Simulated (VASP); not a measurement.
Input of a VASP 6.6.1 run:

Contents of INCAR:

```
PREC = Accurate
ENCUT = 520
EDIFF = 1E-7
ISMEAR = -1
SIGMA = 0.1
LREAL = F
LASPH = T
NELM = 80
ALGO = Normal
ISIF = 2
LWAVE = F
LCHARG = T
GGA = PE
LELF = T
LVHAR = T
NBANDS = 49
```

Contents of KPOINTS:

```
regular mesh
0
Gamma
  4 4 5
```

Contents of POSCAR:

```
CsBe3Cu2
1.0
    4.1188410000      5.1522020000      0.0000000000
    4.1188410000     -5.1522020000      0.0000000000
    0.0000000000      0.0000000000     -4.8512020000
Cs Cu Be
2 4 6
Direct
    0.6182331640      0.3817668360      0.7500000000
    0.3817668360      0.6182331640      0.2500000000
    0.8504887506      0.8504887506      0.0000000000
    0.1495112494      0.1495112494      0.5000000000
    0.1495112494      0.1495112494      0.0000000000
    0.8504887506      0.8504887506      0.5000000000
    0.1591638402      0.8408361598      0.7500000000
    0.8408361598      0.1591638402      0.2500000000
    0.5534678121      0.9289044186      0.7500000000
    0.4465321879      0.0710955814      0.2500000000
    0.9289044186      0.5534678121      0.2500000000
    0.0710955814      0.4465321879      0.7500000000
```

Potentials or basis: VASP PAW PBE potentials, release 64 (Cs_sv, Cu, Be).

The run is started by

```console
$ cat potpaw_PBE.64/Cs_sv/POTCAR potpaw_PBE.64/Cu/POTCAR potpaw_PBE.64/Be/POTCAR > POTCAR
$ mpirun -np 1 vasp_std > vasp.out
```

Problem. Predict the band gap on the k mesh.

Solution. Zero (bands 37 and 38 overlap by 0.54 eV).

Problem. Predict the pressure.

Solution. -0.8 GPa.

Problem. Predict the largest force.

Solution. 0.029 eV/Å.

Stress tensor (GPa, compression positive):
```
 1.09  0.00  0.00
 0.00 -5.27  0.00
 0.00  0.00  1.72
```

Caveat: spin-orbit coupling is left out, which moves the levels of the heavy elements.
